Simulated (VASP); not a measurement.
Ca8CO: single point with PBE

The system is Ca8CO, a slab with vacuum.

```
Ca C O
1.0
     7.81324    0.00000    0.00000
    -3.90662    6.76646    0.00000
     0.00000    0.00000   21.14775
Ca C O
8 1 1
Direct
  0.33333 0.16667 0.18915
  0.33333 0.66667 0.18915
  0.83333 0.16667 0.18915
  0.83333 0.66667 0.18915
  0.16667 0.33333 0.33090
  0.16667 0.83333 0.33090
  0.66667 0.33333 0.33090
  0.66667 0.83333 0.33090
  0.33333 0.16667 0.41412
  0.33333 0.16667 0.46850
```

```json
{
 "Program": "VASP 6.6.1",
 "Task": "single point",
 "Functional": "PBE",
 "Potentials or basis": "VASP PAW PBE potentials, release 64 (Ca_sv, C, O)",
 "Cutoff": "520 eV",
 "k mesh": "6 × 6 × 1",
 "Occupations": "gaussian, width 0.1 eV",
 "Spin": "no spin polarisation",
 "Dipole correction": "yes",
 "Further INCAR settings": "ALGO = Normal; EDIFF = 1e-06; NBANDS = 56"
}
```

The largest force is 3.484 eV/Å and the band gap on the k mesh is zero (bands 45 and 46 overlap by 0.04 eV).

Forces in eV/Å, atoms in the order of the input:
```
Ca   0.000  0.000 -0.231
Ca  -0.014 -0.008  0.001
Ca   0.000  0.016  0.001
Ca   0.014 -0.008  0.001
Ca   0.250 -0.144  0.089
Ca   0.000  0.288  0.089
Ca  -0.250 -0.144  0.089
Ca   0.000  0.000  0.015
C    0.000  0.000 -3.484
O    0.000  0.000  3.429
```

Levels at points of the mesh, in eV from the Fermi level:
```
           k point  band 41  band 42  band 43  band 44  band 45  band 46  band 47  band 48  band 49  band 50
(0.00, 0.00, 0.00)    -0.94    -0.80    -0.74    -0.74    -0.67     0.03     0.10     0.10     0.25     0.25
(0.50, 0.00, 0.00)    -1.31    -1.30    -0.93    -0.19     0.06     0.19     0.25     0.27     0.29     0.38
```

Wall time 41 min on 1 thread of AMD EPYC 7R13, with other jobs on the host, peak memory 1.2 GiB.
